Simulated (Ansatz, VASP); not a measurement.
LiF in VASP and in Ansatz

The input INCAR:

```
SYSTEM = LiF
PREC     = Accurate       ! precision mode
ENCUT    = 600            ! plane-wave cutoff, eV
EDIFF    = 1E-6           ! SCF threshold, eV
ISMEAR   = -1             ! smearing method
SIGMA    = 0.05           ! smearing width, eV
LREAL    = .FALSE.        ! projectors in reciprocal space
LASPH    = .TRUE.         ! aspherical terms in the spheres
NELM     = 100            ! most SCF steps
ALGO     = Normal         ! electronic algorithm
ISIF     = 3              ! what is computed and relaxed
LWAVE    = .FALSE.        ! write WAVECAR
LCHARG   = .FALSE.        ! write CHGCAR
GGA      = RP             ! functional
IVDW     = 12             ! dispersion correction
IBRION   = 2              ! ionic algorithm
NSW      = 80             ! ionic steps
EDIFFG   = -0.005         ! ionic threshold
```

KPOINTS

```
Automatic mesh
0
G
  10 10 10
  0 0 0
```

The input POSCAR:

```
LiF
1.0
    2.5595330000      0.0000000000      0.0000000000
    0.0000000000      2.5595330000      0.0000000000
    0.0000000000      0.0000000000      2.5595330000
F Li
1 1
Direct
    0.5000000000      0.5000000000      0.5000000000
    0.0000000000      0.0000000000      0.0000000000
```

The input input.yaml:

```yaml
crystal:
  lattice:
    - [2.559533, 0.0, 0.0]
    - [0.0, 2.559533, 0.0]
    - [0.0, 0.0, 2.559533]
  atoms:
    - { symbol: F, position: [0.5, 0.5, 0.5] }
    - { symbol: Li, position: [0.0, 0.0, 0.0] }
kpoints:
  mp_grid: { grid: [10, 10, 10] }
scf:
  occupations: { method: fermi_dirac, width: 0.05 }
hamiltonian:
  xc: rpbe
  dispersion: d3bj
  pseudopotentials: { kind: all_electron, lapw: { basis_error: 0.001 } }
output:
  forces: true
  stress: true
relax:
  f_tol: 0.005
  max_steps: 60
  cell: {}
```

Alike in both runs: task relaxation of cell and atoms; functional RPBE; dispersion D3(BJ); k mesh 10 × 10 × 10; occupations fermi-dirac, width 0.05 eV; no spin polarisation.

```csv
,VASP,Ansatz
version,VASP 6.6.1,Ansatz 0.2.0
potentials or method,"VASP PAW PBE potentials, release 64 (F, Li_sv), cutoff 600 eV","all-electron LAPW, scalar-relativistic"
```

Ansatz gave:

| Item | Value |
| --- | --- |
| relaxed volume (Å³/atom) | 7.21 |
| relaxed cell length with the largest relative difference (Å) | 2.434 |

Which values does VASP return?

Relaxed volume (Å³/atom): 7.10; relaxed cell length with the largest relative difference (Å): 2.422.

VASP's potentials were made for PBE, not for RPBE. Ansatz ran all-electron here, and VASP with PAW potentials.

Noted on VASP's run: the cutoff is short for stress, so the pressure is rough; the volume moved by over 15 % at a fixed basis, so the end points are rough.
